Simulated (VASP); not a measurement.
A run of VASP 6.6.1:

File INCAR:

```
SYSTEM = In3Sb
  ALGO = Normal
  EDIFF = 1E-6
  ENCUT = 520
  GGA = PE
  ISIF = 2
  ISMEAR = -1
  LASPH = .TRUE.
  LCHARG = .FALSE.
  LREAL = .FALSE.
  LWAVE = .FALSE.
  NBANDS = 30
  NELM = 60
  PREC = Accurate
  SIGMA = 0.05
```

Contents of KPOINTS:

```
k-points
0
G
  9 9 9
  0 0 0
```

Contents of POSCAR:

```
In3Sb
1.0
    0.0000000000      3.8351232976      3.8351232976
    3.8351232976      0.0000000000      3.8351232976
    3.8351232976      3.8351232976      0.0000000000
Sb In
1 3
Direct
    0.0000000000      0.0000000000      0.0000000000
    0.5000000000      0.5000000000      0.5000000000
    0.2500000000      0.2500000000      0.2500000000
    0.7500000000      0.7500000000      0.7500000000
```

Potentials or basis: VASP PAW PBE potentials, release 64 (Sb, In_d).

Run with:

```bash
$ cat potpaw_PBE.64/Sb/POTCAR potpaw_PBE.64/In_d/POTCAR > POTCAR
$ mpirun -np 1 vasp_std > vasp.out
```

Hardware: 1 thread of Intel(R) Xeon(R) Platinum 8488C (Sapphire Rapids) (shared host).

Question: Estimate the wall time of this run.

Answer: It took 85 s on 1 thread of Intel(R) Xeon(R) Platinum 8488C (Sapphire Rapids) (shared host), peak memory 0.29 GiB. Counts: scf iterations 12, k points 35.
